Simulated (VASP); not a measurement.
# HfO2 (P4_2/mnm) in VASP: single point with PBE

Aim: the single point of HfO2 with PBE.

Everything below comes from runs of VASP 6.6.1. Logs are shortened: lines on timing, memory, paths and dates and some standing lists are left out, and cuts for length are marked.

## (1) The cell of the first run

It takes space group P4_2/mnm (No. 136, tetragonal). Conventional cell: a = 4.838 Å, b = 4.838 Å, c = 3.220 Å, α = 90.00°, β = 90.00°, γ = 90.00°. Within 2.8 Å of Hf (site symmetry mmm) lie 6 O at 2.09 Å. O (site symmetry m2m) has 3 Hf at 2.09 Å and 1 O at 2.67 Å within 2.8 Å.

## (2) Single point, PBE, non-collinear spin, zero start, spin-orbit coupling

The input, INCAR:

```
PREC = Accurate
ENCUT = 520
EDIFF = 1E-6
ISMEAR = 0
SIGMA = 0.01
LREAL = False
LASPH = True
NELM = 150
ALGO = Normal
ISIF = 2
LWAVE = False
LCHARG = False
MAGMOM = 0 0 0 0 0 0 0 0 0 0 0 0 0 0 0 0 0 0
LORBIT = 11
LSORBIT = True
GGA_COMPAT = False
LORBMOM = True
LMAXMIX = 4
GGA = PE
NBANDS = 60
```

The input, KPOINTS:

```
Automatic mesh
0
Gamma
  6 6 8
```

The input, POSCAR:

```
HfO2
1.0
    4.8382821842      0.0000000000      0.0000000000
    0.0000000000      4.8382821842      0.0000000000
    0.0000000000      0.0000000000      3.2200100098
Hf O
2 4
Direct
    0.0000000000      0.0000000000      0.0000000000
    0.5000000000      0.5000000000      0.5000000000
    0.3050443194      0.3050443194      0.0000000000
    0.1949556806      0.8050443194      0.5000000000
    0.8050443194      0.1949556806      0.5000000000
    0.6949556806      0.6949556806      0.0000000000
```

Potentials or basis: VASP PAW PBE potentials, release 64 (Hf_pv, O).

The run is started by

```bash
> cat potpaw_PBE.64/Hf_pv/POTCAR potpaw_PBE.64/O/POTCAR > POTCAR
> mpirun -np 1 vasp_ncl > vasp.out
```

OUTCAR:

```text
PREC = Accurate
   ENCUT = 520
   EDIFF = 1E-6
   ISMEAR = 0
   LREAL = False
   LASPH = True
   NELM = 150
   ISIF = 2
   LORBIT = 11
   LSORBIT = True
   GGA = PE

 ion  position               nearest neighbor table
   1  0.000  0.000  0.000-   3 2.09   6 2.09   5 2.09   4 2.09   4 2.09   5 2.09   2 3.78   2 3.78
                             2 3.78   2 3.78   2 3.78   2 3.78   2 3.78   2 3.78
   2  0.500  0.500  0.500-   4 2.09   5 2.09   3 2.09   6 2.09   3 2.09   6 2.09   1 3.78   1 3.78
                             1 3.78   1 3.78   1 3.78   1 3.78   1 3.78   1 3.78
   3  0.305  0.305  0.000-   1 2.09   2 2.09   2 2.09
   4  0.195  0.805  0.500-   2 2.09   1 2.09   1 2.09
   5  0.805  0.195  0.500-   2 2.09   1 2.09   1 2.09
   6  0.695  0.695  0.000-   1 2.09   2 2.09   2 2.09

  LATTYP: Found a simple tetragonal cell.
 ALAT       =     4.8382821842
 C/A-ratio  =     0.6655275338

  Lattice vectors:

 A1 = (   4.8382821842,   0.0000000000,   0.0000000000)
 A2 = (   0.0000000000,   4.8382821842,   0.0000000000)
 A3 = (   0.0000000000,   0.0000000000,   3.2200100098)

Analysis of symmetry for initial positions (statically):
=====================================================================
 Subroutine PRICEL returns:
 Original cell was already a primitive cell.

 Routine SETGRP: Setting up the symmetry group for a
 simple tetragonal supercell.

 Subroutine GETGRP returns: Found 16 space group operations
 (whereof  8 operations were pure point group operations)
 out of a pool of 16 trial point group operations.

The static configuration has the point symmetry D_2h.
 The point group associated with its full space group is D_4h.

Analysis of symmetry for dynamics (positions and initial velocities):
=====================================================================
 Subroutine PRICEL returns:
 Original cell was already a primitive cell.

 Routine SETGRP: Setting up the symmetry group for a
 simple tetragonal supercell.

 Subroutine GETGRP returns: Found 16 space group operations
 (whereof  8 operations were pure point group operations)
 out of a pool of 16 trial point group operations.

The dynamic configuration has the point symmetry D_2h.
 The point group associated with its full space group is D_4h.

Analysis of structural, dynamic, and magnetic symmetry:
=====================================================================
 Subroutine PRICEL returns:
 Original cell was already a primitive cell.

 Routine SETGRP: Setting up the symmetry group for a
 simple tetragonal supercell.

 Subroutine GETGRP returns: Found 16 space group operations
 (whereof  8 operations were pure point group operations)
 out of a pool of 16 trial point group operations.

The overall configuration has the point symmetry D_2h.
 The point group associated with its full space group is D_4h.

 Subroutine INISYM returns: Found 16 space group operations
 (whereof  8 operations are pure point group operations),
 and found     1 'primitive' translations

----------------------------------------------------------------------------------------

                                     Primitive cell

  volume of cell :      75.3771

  direct lattice vectors                    reciprocal lattice vectors
     4.838282184  0.000000000  0.000000000     0.206684927  0.000000000  0.000000000
     0.000000000  4.838282184  0.000000000     0.000000000  0.206684927  0.000000000
     0.000000000  0.000000000  3.220010010     0.000000000  0.000000000  0.310558041

  length of vectors
     4.838282184  4.838282184  3.220010010     0.206684927  0.206684927  0.310558041

  position of ions in fractional coordinates (direct lattice)
     0.000000000  0.000000000  0.000000000
     0.500000000  0.500000000  0.500000000
     0.305044319  0.305044319  0.000000000
     0.194955681  0.805044319  0.500000000
     0.805044319  0.194955681  0.500000000
     0.694955681  0.694955681  0.000000000
[... 142 lines left out ...]
      1     -31.7428      1.00000
      2     -31.7428      1.00000
      3     -31.6467      1.00000
      4     -31.6467      1.00000
      5     -25.1356      1.00000
      6     -25.1356      1.00000
[... 1405 lines left out ...]
     55       9.0357      0.00000
     56       9.0357      0.00000

 [... further k-points ...]

 [bands above 56 left out]

------------------------ aborting loop because EDIFF is reached ----------------------------------------

  FORCE on cell =-STRESS in cart. coord.  units (eV):
  Direction    XX          YY          ZZ          XY          YZ          ZX
  --------------------------------------------------------------------------------------
  -------------------------------------------------------------------------------------
  Total        1.0985943      1.0985943      0.9613676      0.0000000      0.0000000      0.0000000
  in kB       23.3511530     23.3511530     20.4343334      0.0000000      0.0000000      0.0000000
  external PRESSURE =      22.3788798 kB  Pullay stress =       0.0000000 kB

 VOLUME and BASIS-vectors are now :
 -----------------------------------------------------------------------------
  energy-cutoff  :      520.00
  volume of cell :       75.38
      direct lattice vectors                 reciprocal lattice vectors
     4.838282184  0.000000000  0.000000000     0.206684927  0.000000000  0.000000000
     0.000000000  4.838282184  0.000000000     0.000000000  0.206684927  0.000000000
     0.000000000  0.000000000  3.220010010     0.000000000  0.000000000  0.310558041

 POSITION                                       TOTAL-FORCE (eV/Angst)
 -----------------------------------------------------------------------------------
      0.00000      0.00000      0.00000        -0.000000      0.000000     -0.000000
      2.41914      2.41914      1.61001        -0.000000      0.000000     -0.000000
      1.47589      1.47589      0.00000         0.010143      0.010143      0.000000
      0.94325      3.89503      1.61001        -0.010143      0.010143     -0.000000
      3.89503      0.94325      1.61001         0.010143     -0.010143      0.000000
      3.36239      3.36239      0.00000        -0.010143     -0.010143     -0.000000
 -----------------------------------------------------------------------------------
    total drift:                                0.000000      0.000000      0.000000

  FREE ENERGIE OF THE ION-ELECTRON SYSTEM (eV)
  ---------------------------------------------------
  free  energy   TOTEN  =       -62.1310512668 eV

  energy  without entropy=      -62.1310512668  energy(sigma->0) =      -62.13105127

 orbital moment (x)

 # of ion     p       d       tot
 ----------------------------------------
  1         0.000   0.000   0.000
  2         0.000   0.000   0.000
  3         0.000   0.000   0.000
  4         0.000   0.000   0.000
  5         0.000   0.000   0.000
  6         0.000   0.000   0.000
 ----------------------------------------
            0.000   0.000   0.000

 orbital moment (y)

 # of ion     p       d       tot
 ----------------------------------------
  1         0.000   0.000   0.000
  2         0.000   0.000   0.000
  3         0.000   0.000   0.000
  4         0.000   0.000   0.000
  5         0.000   0.000   0.000
  6         0.000   0.000   0.000
 ----------------------------------------
            0.000   0.000   0.000

 orbital moment (z)

 # of ion     p       d       tot
 ----------------------------------------
  1         0.000   0.000   0.000
  2         0.000   0.000   0.000
  3         0.000   0.000   0.000
  4        -0.000   0.000  -0.000
  5         0.000   0.000   0.000
  6         0.000   0.000   0.000
 ----------------------------------------
            0.000   0.000   0.000

 Spin-Orbit-Coupling matrix elements

 Ion:    1  E_soc:     -1.2318323
 l=   1
     0.0000000    -0.2012591    -0.2024196
    -0.2012591     0.0000000    -0.2012591
    -0.2024196    -0.2012591     0.0000000
 l=   2
     0.0000000    -0.0008043     0.0000000    -0.0008043    -0.0029161
    -0.0008043     0.0000000    -0.0020871    -0.0008190    -0.0007302
     0.0000000    -0.0020871     0.0000000    -0.0020871     0.0000000
    -0.0008043    -0.0008190    -0.0020871     0.0000000    -0.0007302
    -0.0029161    -0.0007302     0.0000000    -0.0007302     0.0000000
 l=   3
     0.0000000     0.0000000     0.0000000     0.0000000     0.0000000     0.0000000     0.0000000
     0.0000000     0.0000000     0.0000000     0.0000000     0.0000000     0.0000000     0.0000000
     0.0000000     0.0000000     0.0000000     0.0000000     0.0000000     0.0000000     0.0000000
     0.0000000     0.0000000     0.0000000     0.0000000     0.0000000     0.0000000     0.0000000
[... 89 lines left out ...]
 l=   2
     0.0000000     0.0000000     0.0000000     0.0000000     0.0000000
     0.0000000     0.0000000     0.0000000     0.0000000     0.0000000
     0.0000000     0.0000000     0.0000000     0.0000000     0.0000000
     0.0000000     0.0000000     0.0000000     0.0000000     0.0000000
     0.0000000     0.0000000     0.0000000     0.0000000     0.0000000
 l=   3
     0.0000000     0.0000000     0.0000000     0.0000000     0.0000000     0.0000000     0.0000000
     0.0000000     0.0000000     0.0000000     0.0000000     0.0000000     0.0000000     0.0000000
     0.0000000     0.0000000     0.0000000     0.0000000     0.0000000     0.0000000     0.0000000
     0.0000000     0.0000000     0.0000000     0.0000000     0.0000000     0.0000000     0.0000000
     0.0000000     0.0000000     0.0000000     0.0000000     0.0000000     0.0000000     0.0000000
     0.0000000     0.0000000     0.0000000     0.0000000     0.0000000     0.0000000     0.0000000
     0.0000000     0.0000000     0.0000000     0.0000000     0.0000000     0.0000000     0.0000000

 total charge

# of ion       s       p       d       tot
------------------------------------------
    1        0.324   6.726   1.449   8.499
    2        0.324   6.726   1.449   8.499
    3        1.561   3.543   0.000   5.104
    4        1.561   3.543   0.000   5.104
    5        1.561   3.543   0.000   5.104
    6        1.561   3.543   0.000   5.104
--------------------------------------------------
tot          6.892  27.623   2.897  37.413

 magnetization (x)

# of ion       s       p       d       tot
------------------------------------------
    1        0.000   0.000   0.000   0.000
    2        0.000   0.000   0.000   0.000
    3        0.000   0.000   0.000   0.000
    4        0.000   0.000   0.000   0.000
    5        0.000   0.000   0.000   0.000
    6        0.000   0.000   0.000   0.000
--------------------------------------------------
tot          0.000   0.000   0.000   0.000

 magnetization (y)

# of ion       s       p       d       tot
------------------------------------------
    1        0.000   0.000   0.000   0.000
    2        0.000   0.000   0.000   0.000
    3        0.000   0.000   0.000   0.000
    4        0.000   0.000   0.000   0.000
    5        0.000   0.000   0.000   0.000
    6        0.000   0.000   0.000   0.000
--------------------------------------------------
tot          0.000   0.000   0.000   0.000

 magnetization (z)

# of ion       s       p       d       tot
------------------------------------------
    1        0.000   0.000   0.000   0.000
    2        0.000   0.000   0.000   0.000
    3        0.000   0.000   0.000   0.000
    4        0.000   0.000   0.000   0.000
    5        0.000   0.000   0.000   0.000
    6        0.000   0.000   0.000   0.000
--------------------------------------------------
tot          0.000   0.000   0.000   0.000
```

It took 15 min on 1 thread of Oxide Virtual Turin-like, shared host; peak memory 0.46 GiB.

What came out:

```yaml
Free_energy: -62.1311 eV
Pressure: 2.2 GPa
Largest_force: 0.014 eV/Å
Net_moment: 0.00 μB per cell
Valence_electrons_inside_the_program's_atomic_spheres: Hf 8.50; O 5.10
```

Forces on the atoms (eV/Å):
```
Hf   0.000  0.000  0.000
Hf   0.000  0.000  0.000
O    0.010  0.010  0.000
O   -0.010  0.010  0.000
O    0.010 -0.010  0.000
O   -0.010 -0.010  0.000
```

Stress tensor (GPa, compression positive):
```
2.34 0.00 0.00
0.00 2.34 0.00
0.00 0.00 2.04
```

Moments on the atoms (μB; x, y, z):
```
Hf  0.00 0.00 0.00
Hf  0.00 0.00 0.00
O   0.00 0.00 0.00
O   0.00 0.00 0.00
O   0.00 0.00 0.00
O   0.00 0.00 0.00
```

Caveat: the structure was generated, so it needn't be the stable form of HfO2.
